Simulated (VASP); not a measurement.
# Ga2Te2O (P6/mmm) in VASP: notebook

The runs below take Ga2Te2O through single point, with PBE.

All numbers are computed with VASP 6.6.1; they aren't measurements. Logs are shortened: lines on timing, memory, paths and dates and some standing lists are left out, and cuts for length are marked.

## (1) The cell of the first run

The structure is hexagonal, space group P6/mmm (No. 191). Conventional cell: a = 5.451 Å, b = 5.451 Å, c = 5.396 Å, α = 90.00°, β = 90.00°, γ = 120.00°. Ga (site symmetry 6mm) has 1 O at 1.49 Å within 2.0 Å. Within 4.1 Å of Te (site symmetry -6m2) lie 3 Te at 3.15 Å and 6 Ga at 3.37 Å. Within 2.0 Å of O (site symmetry 6/mmm) lie 2 Ga at 1.49 Å.

## (2) Single point, PBE

INCAR reads:

```
ALGO = Normal ; EDIFF = 1E-6
ENCUT = 520 ; GGA = PE
ISIF = 2 ; ISMEAR = 0
LASPH = T ; LCHARG = F
LREAL = F ; LWAVE = F
NBANDS = 30 ; NELM = 60
PREC = Accurate ; SIGMA = 0.1
```

KPOINTS reads:

```
k-points
0
Gamma
  6 6 4
```

POSCAR reads:

```
Ga2Te2O
1.0
    5.4506138900      0.0000000000      0.0000000000
   -2.7253069400      4.7203700900      0.0000000000
    0.0000000000      0.0000000000      5.3956122400
Ga Te O
2 2 1
Direct
    0.0000000000      0.0000000000      0.2244016900
    0.0000000000      0.0000000000      0.7755983100
    0.3333333300      0.6666666700      0.0000000000
    0.6666666700      0.3333333300      0.0000000000
    0.0000000000      0.0000000000      0.5000000000
```

Potentials or basis: VASP PAW PBE potentials, release 64 (Ga_d, Te, O).

Launch:

```bash
$ cat potpaw_PBE.64/Ga_d/POTCAR potpaw_PBE.64/Te/POTCAR potpaw_PBE.64/O/POTCAR > POTCAR
$ mpirun -np 1 vasp_std > vasp.out
```

OUTCAR:

```text
EDIFF = 1E-6
   ENCUT = 520
   GGA = PE
   ISIF = 2
   ISMEAR = 0
   LASPH = T
   LREAL = F
   NELM = 60
   PREC = Accurate

 ion  position               nearest neighbor table
   1  0.000  0.000  0.224-   5 1.49   2 2.42
   2  0.000  0.000  0.776-   5 1.49   1 2.42
   3  0.333  0.667  0.000-   4 3.15   4 3.15   4 3.15
   4  0.667  0.333  0.000-   3 3.15   3 3.15   3 3.15
   5  0.000  0.000  0.500-   1 1.49   2 1.49

  LATTYP: Found a hexagonal cell.
 ALAT       =     5.4506138900
 C/A-ratio  =     0.9899090908

  Lattice vectors:

 A1 = (   5.4506138900,   0.0000000000,   0.0000000000)
 A2 = (  -2.7253069400,   4.7203700900,   0.0000000000)
 A3 = (   0.0000000000,   0.0000000000,   5.3956122400)

Analysis of symmetry for initial positions (statically):
=====================================================================
 Subroutine PRICEL returns:
 Original cell was already a primitive cell.

 Routine SETGRP: Setting up the symmetry group for a
 hexagonal supercell.

 Subroutine GETGRP returns: Found 24 space group operations
 (whereof 24 operations were pure point group operations)
 out of a pool of 24 trial point group operations.

The static configuration has the point symmetry D_6h.

Analysis of symmetry for dynamics (positions and initial velocities):
=====================================================================
 Subroutine PRICEL returns:
 Original cell was already a primitive cell.

 Routine SETGRP: Setting up the symmetry group for a
 hexagonal supercell.

 Subroutine GETGRP returns: Found 24 space group operations
 (whereof 24 operations were pure point group operations)
 out of a pool of 24 trial point group operations.

The dynamic configuration has the point symmetry D_6h.

 Subroutine INISYM returns: Found 24 space group operations
 (whereof 24 operations are pure point group operations),
 and found     1 'primitive' translations

----------------------------------------------------------------------------------------

                                     Primitive cell

  volume of cell :     138.8232

  direct lattice vectors                    reciprocal lattice vectors
     5.450613890  0.000000000  0.000000000     0.183465573  0.105923898  0.000000000
    -2.725306940  4.720370090  0.000000000     0.000000000  0.211847796  0.000000000
     0.000000000  0.000000000  5.395612240     0.000000000  0.000000000  0.185335779

  length of vectors
     5.450613890  5.450613883  5.395612240     0.211847796  0.211847796  0.185335779

  position of ions in fractional coordinates (direct lattice)
     0.000000000  0.000000000  0.224401690
     0.000000000  0.000000000  0.775598310
     0.333333330  0.666666670  0.000000000
     0.666666670  0.333333330  0.000000000
     0.000000000  0.000000000  0.500000000

  ion indices of the primitive-cell ions
   primitive index   ion index
                 1           1
                 2           2
                 3           3
                 4           4
                 5           5

----------------------------------------------------------------------------------------

 KPOINTS: k-points

Automatic generation of k-mesh.
 Grid dimensions read from file:
 generate k-points for:    6    6    4

 Generating k-lattice:

  Cartesian coordinates                     Fractional coordinates (reciprocal lattice)
     0.030577595  0.017653983  0.000000000     0.166666667  0.000000000  0.000000000
     0.000000000  0.035307966  0.000000000     0.000000000  0.166666667  0.000000000
     0.000000000  0.000000000  0.046333945     0.000000000  0.000000000  0.250000000

  Length of vectors
     0.035307966  0.035307966  0.046333945

  Shift w.r.t. Gamma in fractional coordinates (k-lattice)
     0.000000000  0.000000000  0.000000000

 Subroutine IBZKPT returns following result:
 ===========================================

 Found     21 irreducible k-points:

 Following reciprocal coordinates:
            Coordinates               Weight
  0.000000  0.000000  0.000000      1.000000
  0.166667  0.000000  0.000000      6.000000
  0.333333 -0.000000  0.000000      6.000000
  0.500000  0.000000  0.000000      3.000000
  0.166667  0.166667  0.000000      6.000000
  0.333333  0.166667  0.000000     12.000000
[... 13 lines left out ...]
  0.333333  0.166667  0.500000     12.000000
  0.333333  0.333333  0.500000      2.000000
   k-points           NKPTS =     21   k-points in BZ     NKDIM =     21   number of bands    NBANDS=     30
   number of dos      NEDOS =    301   number of ions     NIONS =      5
   total plane-waves  NPLWV =  70560
   dimension x,y,z NGX =    42 NGY =   42 NGZ =   40
   dimension x,y,z NGXF=    84 NGYF=   84 NGZF=   80
   ions per type =               2   2   1
   NGX,Y,Z   is equivalent  to a cutoff of  12.81, 12.81, 12.32 a.u.
   NGXF,Y,Z  is equivalent  to a cutoff of  25.62, 25.62, 24.65 a.u.
 SYSTEM =  unknown system
   PREC   = accura    normal or accurate (medium, high low for compatibility)
   ISTART =      0    job   : 0-new  1-cont  2-samecut
   ICHARG =      2    charge: 1-file 2-atom 10-const
   ISPIN  =      1    spin polarized calculation?
   LNONCOLLINEAR =      F non collinear calculations
   LSORBIT =      F    spin-orbit coupling
   LASPH  =      T    aspherical Exc in radial PAW
   ENCUT  =  520.0 eV  38.22 Ry    6.18 a.u.  10.13 10.13 10.03*2*pi/ulx,y,z
   NELM   =     60;   NELMIN=  2; NELMDL= -5     # of ELM steps
   EDIFF  = 0.1E-05   stopping-criterion for ELM
   LREAL  =      F    real-space projection
   EDIFFG = 0.1E-04   stopping-criterion for IOM
   NSW    =      0    number of steps for IOM
   IBRION =     -1    ionic relax: 0-MD 1-quasi-New 2-CG
   NFREE  =      0    steps in history (QN), initial steepest desc. (CG)
   ISIF   =      2    stress and relaxation
   ISYM   =      2    0-nonsym 1-usesym 2-fastsym
   POTIM  = 0.5000    time-step for ionic-motion
   TEBEG  =    0.0;   TEEND  =   0.0 temperature during run
   PSTRESS=    0.0 pullay stress
   NELECT =      44.0000    total number of electrons
   NUPDOWN=      -1.0000    fix difference up-down
   EMIN   =  10.00;   EMAX   =-10.00  energy-range for DOS
   EFERMI =   0.00;   METHOD = LEGACY
   ISMEAR =     0;   SIGMA  =   0.10  broadening in eV -4-tet -1-fermi 0-gaus
   EFERMI_NEDOS =   21; number of points for ismear=-14 and -15
   IALGO  =     38    algorithm
   IMIX   =      4    mixing-type and parameters
     AMIX     =   0.40;   BMIX     =  1.00
     AMIX_MAG =   1.60;   BMIX_MAG =  1.00
  volume/ion in A,a.u.               =      27.76       187.37
  Fermi-wavevector in a.u.,A,eV,Ry     =   1.116191  2.109294 16.951243  1.245881
  Thomas-Fermi vector in A             =   2.252802
   LORBIT       =      0    0 simple, 1 ext, 2 COOP (PROOUT), +10 PAW based schemes
   GGA     = PE    functional components
   LHFCALC =     F    Hartree Fock is set to
   AEXX    =    0.0000 exact exchange contribution
   IVDW    =     0    specifies the selected vdW correction
   LEPSILON=     F    determine dielectric tensor
   LRPA    =     F    only Hartree local field effects (RPA)
 non-spin polarized calculation
 Gauss-broadening in eV      SIGMA  =   0.10
  energy-cutoff  :      520.00
  volume of cell :      138.82
 maximum number of plane-waves:      3795
 NGX is ok and might be reduce to    42
   NGX = 21   NGY = 21   NGZ = 21

 number of electron      44.0000010 magnetization

 Free energy of the ion-electron system (eV)
  ---------------------------------------------------
  ext. energy  EPLUGINS =         0.00000000
  ---------------------------------------------------
  free energy    TOTEN  =       -14.68865682 eV

  energy without entropy =      -14.65893756  energy(sigma->0) =      -14.67379719

 E-fermi :   3.9208     XC(G=0):  -8.5474

 val. band max:        3.9006109730   @ k =   0.1667   0.1667   0.2500
 cond. band min:       3.9274401253   @ k =   0.0000   0.0000   0.2500
 fundamental gap:      0.0268291523
 Fermi energy:         3.9208121622

 k-point     1 :       0.0000    0.0000    0.0000
  band No.  band energies     occupation
      1     -19.5158      2.00000
      2     -13.2013      2.00000
      3     -12.2452      2.00000
      4     -12.2452      2.00000
      5     -11.9052      2.00000
      6     -11.9052      2.00000
[... 22 lines left out ...]
     29       9.9460      0.00000
     30      10.1443      0.00000

 k-point     2 :       0.1667    0.0000    0.0000
  band No.  band energies     occupation
      1     -19.5154      2.00000
      2     -13.2012      2.00000
      3     -12.2460      2.00000
      4     -12.2453      2.00000
      5     -11.9059      2.00000
      6     -11.9047      2.00000
[... 22 lines left out ...]
     29       9.4579      0.00000
     30      10.5323      0.00000

 k-point     3 :       0.3333   -0.0000    0.0000
  band No.  band energies     occupation
      1     -19.5151      2.00000
      2     -13.2012      2.00000
      3     -12.2474      2.00000
      4     -12.2456      2.00000
      5     -11.9074      2.00000
      6     -11.9035      2.00000
[... 22 lines left out ...]
     29       8.6383      0.00000
     30       9.1975      0.00000

 k-point     4 :       0.5000    0.0000    0.0000
  band No.  band energies     occupation
      1     -19.5150      2.00000
      2     -13.2011      2.00000
      3     -12.2481      2.00000
      4     -12.2457      2.00000
      5     -11.9082      2.00000
      6     -11.9030      2.00000
[... 22 lines left out ...]
     29       8.4966      0.00000
     30       9.0234      0.00000

 k-point     5 :       0.1667    0.1667    0.0000
  band No.  band energies     occupation
      1     -19.5152      2.00000
      2     -13.2012      2.00000
      3     -12.2469      2.00000
      4     -12.2457      2.00000
      5     -11.9067      2.00000
      6     -11.9042      2.00000
[... 22 lines left out ...]
     29       8.8761      0.00000
     30       9.8447      0.00000
[... 427 lines left out ...]
     29      10.8967      0.00000
     30      11.2160      0.00000

 k-point    19 :       0.1667    0.1667    0.5000
  band No.  band energies     occupation
      1     -19.4566      2.00000
      2     -13.5885      2.00000
      3     -12.0605      2.00000
      4     -12.0603      2.00000
      5     -11.9615      2.00000
      6     -11.9595      2.00000
[... 22 lines left out ...]
     29      10.2468      0.00000
     30      10.9542      0.00000

 k-point    20 :       0.3333    0.1667    0.5000
  band No.  band energies     occupation
      1     -19.4565      2.00000
      2     -13.5885      2.00000
      3     -12.0607      2.00000
      4     -12.0604      2.00000
      5     -11.9626      2.00000
      6     -11.9601      2.00000
[... 22 lines left out ...]
     29      10.6308      0.00000
     30      11.3494      0.00000

 k-point    21 :       0.3333    0.3333    0.5000
  band No.  band energies     occupation
      1     -19.4564      2.00000
      2     -13.5884      2.00000
      3     -12.0606      2.00000
      4     -12.0606      2.00000
      5     -11.9617      2.00000
      6     -11.9617      2.00000
[... 22 lines left out ...]
     29      10.2935      0.00000
     30      11.5392      0.00000

------------------------ aborting loop because EDIFF is reached ----------------------------------------

  FORCE on cell =-STRESS in cart. coord.  units (eV):
  Direction    XX          YY          ZZ          XY          YZ          ZX
  --------------------------------------------------------------------------------------
  -------------------------------------------------------------------------------------
  Total        0.7237733      0.7237733     40.7991424      0.0000000     -0.0000000      0.0000000
  in kB        8.3531630      8.3531630    470.8682608      0.0000000     -0.0000000      0.0000000
  external PRESSURE =     162.5248623 kB  Pullay stress =       0.0000000 kB

 VOLUME and BASIS-vectors are now :
 -----------------------------------------------------------------------------
  energy-cutoff  :      520.00
  volume of cell :      138.82
      direct lattice vectors                 reciprocal lattice vectors
     5.450613890  0.000000000  0.000000000     0.183465573  0.105923898  0.000000000
    -2.725306940  4.720370090  0.000000000     0.000000000  0.211847796  0.000000000
     0.000000000  0.000000000  5.395612240     0.000000000  0.000000000  0.185335779

 POSITION                                       TOTAL-FORCE (eV/Angst)
 -----------------------------------------------------------------------------------
      0.00000      0.00000      1.21078        -0.000000      0.000000    -14.856707
      0.00000      0.00000      4.18483        -0.000000     -0.000000     14.856707
     -0.00000      3.14691      0.00000         0.000000     -0.000000      0.000000
      2.72531      1.57346      0.00000        -0.000000      0.000000      0.000000
      0.00000      0.00000      2.69781        -0.000000      0.000000      0.000000
 -----------------------------------------------------------------------------------
    total drift:                               -0.000000      0.000000     -0.000000

  FREE ENERGIE OF THE ION-ELECTRON SYSTEM (eV)
  ---------------------------------------------------
  free  energy   TOTEN  =       -14.6886568162 eV

  energy  without entropy=      -14.6589375593  energy(sigma->0) =      -14.67379719
```

It took 57 s on 1 thread of AMD EPYC 9R45 (Zen 5), shared host; peak memory 0.26 GiB.

What came out:

```
Free energy            : -14.6887 eV
Pressure               : 16.3 GPa
Largest force          : 14.857 eV/Å
Band gap on the k mesh : zero (band 22 reaches 4.10 eV, above the bottom of band 23 at 3.05 eV)
```

Forces in eV/Å, atoms in the order of the input:
```
Ga    0.000   0.000 -14.857
Ga    0.000   0.000  14.857
Te    0.000   0.000   0.000
Te    0.000   0.000   0.000
O     0.000   0.000   0.000
```

Stress tensor (GPa, compression positive):
```
 0.84  0.00  0.00
 0.00  0.84  0.00
 0.00  0.00 47.09
```

Caveat: spin-orbit coupling is left out, which moves the levels of the heavy elements; forces of over 1 eV/Å act on the atoms, so gaps and moduli don't describe the material at rest.

## (3) Single point, PBE

This run uses another cell than the first one, of 31.92 Å³/atom, 1.150 times its volume.

INCAR reads:

```
SYSTEM = Ga2Te2O
ALGO = Normal ; EDIFF = 1E-6
ENCUT = 520 ; GGA = PE
ISIF = 2 ; ISMEAR = 0
LASPH = .True. ; LCHARG = .True.
LELF = .True. ; LREAL = .False.
LVHAR = .True. ; LWAVE = .False.
NBANDS = 30 ; NELM = 60
PREC = Accurate ; SIGMA = 0.1
```

KPOINTS reads:

```
k-points
0
Gamma
  6 6 4
  0 0 0
```

POSCAR reads:

```
Ga2Te2O
1.0
    5.2375182150     -0.0000000028      0.0000000000
   -2.6187591051      4.5358238284      0.0000000000
    0.0000000000      0.0000000000      6.7186319650
Ga Te O
2 2 1
Direct
    0.0000000000      0.0000000000      0.2317340651
    0.0000000000      0.0000000000      0.7682659349
    0.3333333333      0.6666666667      0.0000000000
    0.6666666667      0.3333333333      0.0000000000
    0.0000000000      0.0000000000      0.5000000000
```

Potentials or basis: VASP PAW PBE potentials, release 64 (Ga_d, Te, O).

Launch:

```bash
$ cat potpaw_PBE.64/Ga_d/POTCAR potpaw_PBE.64/Te/POTCAR potpaw_PBE.64/O/POTCAR > POTCAR
$ mpirun -np 1 vasp_std > vasp.out
```

Run time: 65 s. Hardware: 1 thread of AMD EPYC 9R45 (Zen 5), shared host; peak memory 0.29 GiB.

The run converged. Its results:

- Free energy: -18.0928 eV
- Pressure: 0.1 GPa
- Largest force: 0.067 eV/Å
- Band gap on the k mesh: zero (band 22 reaches 2.87 eV, above the bottom of band 23 at 1.26 eV)

Forces on the atoms (eV/Å):
```
Ga   0.000  0.000 -0.067
Ga   0.000  0.000  0.067
Te   0.000  0.000  0.000
Te   0.000  0.000  0.000
O    0.000  0.000  0.000
```

Stress tensor (GPa, compression positive):
```
-0.08  0.00  0.00
 0.00 -0.08  0.00
 0.00  0.00  0.35
```

Levels at points of the mesh, in eV from the Fermi level:
```tsv
k point	band 18	band 19	band 20	band 21	band 22	band 23	band 24	band 25	band 26	band 27
(0.00, 0.00, 0.00)	-3.25	-2.77	-2.77	-1.08	-1.08	0.27	1.70	2.34	3.02	3.02
(0.50, 0.00, 0.00)	-2.67	-2.45	-1.59	-0.32	0.41	0.65	1.76	2.31	3.51	3.79
(0.00, 0.00, 0.50)	-2.55	-2.55	-2.33	-1.51	-1.51	0.24	0.32	3.76	3.76	4.46
(0.50, 0.00, 0.50)	-2.88	-2.59	-1.87	-0.54	0.25	0.56	1.77	2.91	3.21	3.28
```

Caveat: spin-orbit coupling is left out, which moves the levels of the heavy elements.
